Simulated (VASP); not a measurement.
# Sb (Im-3m) in VASP: notebook

The runs below take Sb through single point, with PBEsol-based global hybrid, B3LYP, HSE06.

All numbers are computed with VASP 6.6.1; they aren't measurements. Logs are shortened: lines on timing, memory, paths and dates and some standing lists are left out, and cuts for length are marked.

## (1) The cell of the first run

It takes space group Im-3m (No. 229, cubic). The conventional cell has a = 3.676 Å, b = 3.676 Å, c = 3.676 Å, α = 90.00°, β = 90.00°, γ = 90.00°. Sb (site symmetry m-3m) has 14 Sb at 3.18 to 3.68 Å within 4.2 Å.

## (2) Single point, PBEsol-based global hybrid

The input, POSCAR:

```
Sb
1.0
   -1.8381212160      1.8381212160      1.8381212160
    1.8381212160     -1.8381212160      1.8381212160
    1.8381212160      1.8381212160     -1.8381212160
Sb
1
Direct
    0.0000000000      0.0000000000      0.0000000000
```

The input, INCAR.step1:

```
SYSTEM = Sb
PREC     = Accurate       ! precision mode
ENCUT    = 520            ! plane-wave cutoff, eV
EDIFF    = 1E-5           ! SCF threshold, eV
ISMEAR   = -1             ! smearing method
SIGMA    = 0.05           ! smearing width, eV
LREAL    = .False.        ! projectors in reciprocal space
LASPH    = .True.         ! aspherical terms in the spheres
NELM     = 80             ! most SCF steps
ALGO     = Normal         ! electronic algorithm
ISIF     = 2              ! what is computed and relaxed
LWAVE    = .True.         ! write WAVECAR
LCHARG   = .False.        ! write CHGCAR
NBANDS   = 8              ! bands
GGA      = PE             ! functional
```

The input, INCAR.step2:

```
SYSTEM = Sb
PREC     = Accurate       ! precision mode
ENCUT    = 520            ! plane-wave cutoff, eV
EDIFF    = 1E-7           ! SCF threshold, eV
ISMEAR   = -1             ! smearing method
SIGMA    = 0.05           ! smearing width, eV
LREAL    = .False.        ! projectors in reciprocal space
LASPH    = .True.         ! aspherical terms in the spheres
NELM     = 80             ! most SCF steps
ALGO     = Normal         ! electronic algorithm
ISIF     = 2              ! what is computed and relaxed
LWAVE    = .False.        ! write WAVECAR
LCHARG   = .False.        ! write CHGCAR
GGA      = PS             ! functional
LHFCALC  = .True.         ! exact exchange
AEXX     = 0.25           ! exact-exchange fraction
PRECFOCK = Normal       
NBANDS   = 8              ! bands
ISTART   = 1
```

The input, KPOINTS:

```
regular mesh
0
Gamma
  5 5 5
  0 0 0
```

Potentials or basis: VASP PAW PBE potentials, release 64 (Sb).

The run is started by

```bash
cat potpaw_PBE.64/Sb/POTCAR > POTCAR
cp INCAR.step1 INCAR
mpirun -np 1 vasp_std > vasp.out
cp INCAR.step2 INCAR
mpirun -np 1 vasp_std > vasp.out
```

OUTCAR:

```text
SYSTEM = Sb
   PREC = Accurate
   ENCUT = 520
   EDIFF = 1E-7
   ISMEAR = -1
   LREAL = .False.
   LASPH = .True.
   NELM = 80
   ISIF = 2
   GGA = PS
   LHFCALC = .True.
   AEXX = 0.25
   PRECFOCK = Normal
   ISTART = 1

 ion  position               nearest neighbor table
   1  0.000  0.000  0.000-

  LATTYP: Found a body centered cubic cell.
 ALAT       =     3.6762424320

  Lattice vectors:

 A1 = (  -1.8381212160,   1.8381212160,   1.8381212160)
 A2 = (   1.8381212160,  -1.8381212160,   1.8381212160)
 A3 = (   1.8381212160,   1.8381212160,  -1.8381212160)

Analysis of symmetry for initial positions (statically):
=====================================================================
 Subroutine PRICEL returns:
 Original cell was already a primitive cell.

 Routine SETGRP: Setting up the symmetry group for a
 body centered cubic supercell.

 Subroutine GETGRP returns: Found 48 space group operations
 (whereof 48 operations were pure point group operations)
 out of a pool of 48 trial point group operations.

The static configuration has the point symmetry O_h .

Analysis of symmetry for dynamics (positions and initial velocities):
=====================================================================
 Subroutine PRICEL returns:
 Original cell was already a primitive cell.

 Routine SETGRP: Setting up the symmetry group for a
 body centered cubic supercell.

 Subroutine GETGRP returns: Found 48 space group operations
 (whereof 48 operations were pure point group operations)
 out of a pool of 48 trial point group operations.

The dynamic configuration has the point symmetry O_h .

 Subroutine INISYM returns: Found 48 space group operations
 (whereof 48 operations are pure point group operations),
 and found     1 'primitive' translations

----------------------------------------------------------------------------------------

                                     Primitive cell

  volume of cell :      24.8418

  direct lattice vectors                    reciprocal lattice vectors
    -1.838121216  1.838121216  1.838121216     0.000000000  0.272016881  0.272016881
     1.838121216 -1.838121216  1.838121216     0.272016881  0.000000000  0.272016881
     1.838121216  1.838121216 -1.838121216     0.272016881  0.272016881  0.000000000

  length of vectors
     3.183719337  3.183719337  3.183719337     0.384689962  0.384689962  0.384689962

  position of ions in fractional coordinates (direct lattice)
     0.000000000  0.000000000  0.000000000

  ion indices of the primitive-cell ions
   primitive index   ion index
                 1           1

----------------------------------------------------------------------------------------

 KPOINTS: regular mesh

Automatic generation of k-mesh.
 Grid dimensions read from file:
 generate k-points for:    5    5    5

 Generating k-lattice:

  Cartesian coordinates                     Fractional coordinates (reciprocal lattice)
     0.000000000  0.054403376  0.054403376     0.200000000  0.000000000  0.000000000
     0.054403376  0.000000000  0.054403376     0.000000000  0.200000000  0.000000000
     0.054403376  0.054403376  0.000000000     0.000000000  0.000000000  0.200000000

  Length of vectors
     0.076937992  0.076937992  0.076937992

  Shift w.r.t. Gamma in fractional coordinates (k-lattice)
     0.000000000  0.000000000  0.000000000

 Subroutine IBZKPT returns following result:
 ===========================================

 Found     10 irreducible k-points:

 Following reciprocal coordinates:
            Coordinates               Weight
  0.000000  0.000000  0.000000      1.000000
  0.200000  0.000000  0.000000     12.000000
  0.400000  0.000000  0.000000     12.000000
  0.200000  0.200000  0.000000     24.000000
  0.400000  0.200000  0.000000     24.000000
  0.200000  0.200000  0.200000      8.000000
 -0.200000  0.200000  0.200000      6.000000
 -0.400000  0.400000  0.200000     24.000000
 -0.400000 -0.400000  0.200000      8.000000
 -0.400000  0.400000  0.400000      6.000000
   k-points           NKPTS =     10   k-points in BZ     NKDIM =    125   number of bands    NBANDS=      8
   number of dos      NEDOS =    301   number of ions     NIONS =      1
   total plane-waves  NPLWV =  13824
   dimension x,y,z NGX =    24 NGY =   24 NGZ =   24
   dimension x,y,z NGXF=    48 NGYF=   48 NGZF=   48
   ions per type =               1
   NGX,Y,Z   is equivalent  to a cutoff of  12.53, 12.53, 12.53 a.u.
   NGXF,Y,Z  is equivalent  to a cutoff of  25.06, 25.06, 25.06 a.u.
 SYSTEM =  Sb
   PREC   = accura    normal or accurate (medium, high low for compatibility)
   ISTART =      1    job   : 0-new  1-cont  2-samecut
   ICHARG =      0    charge: 1-file 2-atom 10-const
   ISPIN  =      1    spin polarized calculation?
   LNONCOLLINEAR =      F non collinear calculations
   LSORBIT =      F    spin-orbit coupling
   LASPH  =      T    aspherical Exc in radial PAW
   ENCUT  =  520.0 eV  38.22 Ry    6.18 a.u.   5.92  5.92  5.92*2*pi/ulx,y,z
   NELM   =     80;   NELMIN=  2; NELMDL=  0     # of ELM steps
   EDIFF  = 0.1E-06   stopping-criterion for ELM
   LREAL  =      F    real-space projection
   EDIFFG = 0.1E-05   stopping-criterion for IOM
   NSW    =      0    number of steps for IOM
   IBRION =     -1    ionic relax: 0-MD 1-quasi-New 2-CG
   NFREE  =      0    steps in history (QN), initial steepest desc. (CG)
   ISIF   =      2    stress and relaxation
   ISYM   =      3    0-nonsym 1-usesym 2-fastsym
   POTIM  = 0.5000    time-step for ionic-motion
   TEBEG  =    0.0;   TEEND  =   0.0 temperature during run
   PSTRESS=    0.0 pullay stress
   NELECT =       5.0000    total number of electrons
   NUPDOWN=      -1.0000    fix difference up-down
   EMIN   =  10.00;   EMAX   =-10.00  energy-range for DOS
   EFERMI =   0.00;   METHOD = LEGACY
   ISMEAR =    -1;   SIGMA  =   0.05  broadening in eV -4-tet -1-fermi 0-gaus
   EFERMI_NEDOS =   21; number of points for ismear=-14 and -15
   IALGO  =     38    algorithm
   IMIX   =      1    mixing-type and parameters
     AMIX     =   0.40;   BMIX     =  1.00
     AMIX_MAG =   1.60;   BMIX_MAG =  1.00
  volume/ion in A,a.u.               =      24.84       167.64
  Fermi-wavevector in a.u.,A,eV,Ry     =   0.959410  1.813021 12.523709  0.920467
  Thomas-Fermi vector in A             =   2.088603
   LORBIT       =      0    0 simple, 1 ext, 2 COOP (PROOUT), +10 PAW based schemes
   GGA     = PS    functional components
   LHFCALC =     T    Hartree Fock is set to
   PRECFOCK=normal    Normal, Fast or Accurate (Low or Medium for compatibility)
   ENCUT4O =  -1.0   cutoff for four orbital integrals eV
   NKREDX  =     1    reduce k-point grid by
   NKREDY  =     1    reduce k-point grid by
   NKREDZ  =     1    reduce k-point grid by
   AEXX    =    0.2500 exact exchange contribution
   HFSCREEN=    0.0000 screening length (either q_TF or 0.3 A-1)
   HFSCREENC=   0.0000 screening length for correlation (either q_TF or 0.3 A-1)
   ENCUTFOCK=  -1.0 apply spherical cutoff to Coloumb kernel
   IVDW    =     0    specifies the selected vdW correction
   LEPSILON=     F    determine dielectric tensor
   LRPA    =     F    only Hartree local field effects (RPA)
 non-spin polarized calculation
  energy-cutoff  :      520.00
  volume of cell :       24.84
 maximum number of plane-waves:       679
  NGX = 18; NGY = 18; NGZ = 18

 number of electron       5.0000000 magnetization

 Free energy of the ion-electron system (eV)
  ---------------------------------------------------
  ext. energy  EPLUGINS =         0.00000000
  ---------------------------------------------------
  free energy    TOTEN  =        -5.64019870 eV

  energy without entropy =       -5.63378012  energy(sigma->0) =       -5.63698941

 E-fermi :   9.1758     XC(G=0):  -8.4371

 val. band max:        9.0682602490   @ k =   0.2000   0.2000   0.0000
 cond. band min:       9.7472591928   @ k =  -0.4000   0.4000   0.2000
 fundamental gap:      0.6789989438
 Fermi energy:         9.1758425284

 k-point     1 :       0.0000    0.0000    0.0000
  band No.  band energies     occupation
      1      -6.2238      2.00000
      2      16.5703      0.00000
      3      16.5703      0.00000
      4      16.5703      0.00000
      5      21.2189      0.00000
      6      21.2189      0.00000
      7      21.2189      0.00000
      8      22.5666      0.00000

 k-point     2 :       0.2000    0.0000    0.0000
  band No.  band energies     occupation
      1      -5.2347      2.00000
      2      11.1214      0.00000
      3      14.2032      0.00000
      4      15.6547      0.00000
      5      18.6777      0.00000
      6      18.8428      0.00000
      7      21.8545      0.00000
      8      22.8495      0.00000

 k-point     3 :       0.4000    0.0000    0.0000
  band No.  band energies     occupation
      1      -2.3818      2.00000
      2       3.6693      2.00000
      3      12.0452      0.00000
      4      14.3749      0.00000
      5      17.1005      0.00000
      6      17.3729      0.00000
      7      23.9356      0.00000
      8      24.8541      0.00000

 k-point     4 :       0.2000    0.2000    0.0000
  band No.  band energies     occupation
      1      -3.2886      2.00000
      2       6.7025      2.00000
      3       9.0683      1.79164
      4      13.5245      0.00000
      5      18.9768      0.00000
      6      19.9714      0.00000
      7      23.0923      0.00000
      8      24.0848      0.00000

 k-point     5 :       0.4000    0.2000    0.0000
  band No.  band energies     occupation
      1      -0.5643      2.00000
      2       2.7013      2.00000
      3       7.1430      2.00000
      4      12.7068      0.00000
      5      18.6612      0.00000
      6      21.6918      0.00000
      7      23.3152      0.00000
      8      23.5489      0.00000

 k-point     6 :       0.2000    0.2000    0.2000
  band No.  band energies     occupation
      1      -0.7708      2.00000
      2       4.4185      2.00000
      3       7.0941      2.00000
      4       7.0941      2.00000
      5      24.2969      0.00000
      6      24.2969      0.00000
      7      25.8378      0.00000
      8      25.8378      0.00000

 k-point     7 :      -0.2000    0.2000    0.2000
  band No.  band energies     occupation
      1      -4.2470      2.00000
      2      11.2697      0.00000
      3      11.8508      0.00000
      4      11.8508      0.00000
      5      16.4264      0.00000
      6      22.1963      0.00000
      7      22.1963      0.00000
      8      22.4200      0.00000

 k-point     8 :      -0.4000    0.4000    0.2000
  band No.  band energies     occupation
      1      -1.4195      2.00000
      2       4.6561      2.00000
      3       9.7473      0.00002
      4      11.4856      0.00000
      5      16.8121      0.00000
      6      20.8606      0.00000
      7      20.8736      0.00000
      8      22.3219      0.00000

 k-point     9 :      -0.4000   -0.4000    0.2000
  band No.  band energies     occupation
      1       0.7640      2.00000
      2       4.7354      2.00000
      3       4.7354      2.00000
      4      12.5115      0.00000
      5      16.9233      0.00000
      6      16.9233      0.00000
      7      20.6342      0.00000
      8      27.3539      0.00000

 k-point    10 :      -0.4000    0.4000    0.4000
  band No.  band energies     occupation
      1       1.2447      2.00000
      2       6.8195      2.00000
      3       7.0036      2.00000
      4       7.0036      2.00000
      5      13.1611      0.00000
      6      15.5364      0.00000
      7      26.0671      0.00000
      8      26.7854      0.00000

------------------------ aborting loop because EDIFF is reached ----------------------------------------

  FORCE on cell =-STRESS in cart. coord.  units (eV):
  Direction    XX          YY          ZZ          XY          YZ          ZX
  --------------------------------------------------------------------------------------
  -------------------------------------------------------------------------------------
  Total       -0.2106796     -0.2106796     -0.2106796     -0.0000000     -0.0000000      0.0000000
  in kB      -13.5878452    -13.5878452    -13.5878452     -0.0000000     -0.0000000      0.0000000
  external PRESSURE =     -13.5878452 kB  Pullay stress =       0.0000000 kB

 VOLUME and BASIS-vectors are now :
 -----------------------------------------------------------------------------
  energy-cutoff  :      520.00
  volume of cell :       24.84
      direct lattice vectors                 reciprocal lattice vectors
    -1.838121216  1.838121216  1.838121216     0.000000000  0.272016881  0.272016881
     1.838121216 -1.838121216  1.838121216     0.272016881  0.000000000  0.272016881
     1.838121216  1.838121216 -1.838121216     0.272016881  0.272016881  0.000000000

 POSITION                                       TOTAL-FORCE (eV/Angst)
 -----------------------------------------------------------------------------------
      0.00000      0.00000      0.00000         0.000000      0.000000     -0.000000
 -----------------------------------------------------------------------------------
    total drift:                               -0.000000     -0.000000      0.000000

  FREE ENERGIE OF THE ION-ELECTRON SYSTEM (eV)
  ---------------------------------------------------
  free  energy   TOTEN  =        -5.6401987033 eV

  energy  without entropy=       -5.6337801153  energy(sigma->0) =       -5.63698941
```

Run time: 74 s. Hardware: 1 thread of Intel Xeon Platinum 8488C (Sapphire Rapids), shared host; peak memory 0.14 GiB.

What came out:

| Property | Result |
| --- | --- |
| Free energy | -5.6402 eV |
| Pressure | -1.4 GPa |

Caveat: the k points lie up to 0.48 Å⁻¹ apart; the PAW data sets were made with another functional, which shifts forces and pressure a little; spin-orbit coupling is left out, which moves the levels of the heavy elements.

(Continued in part 2 of 3.)
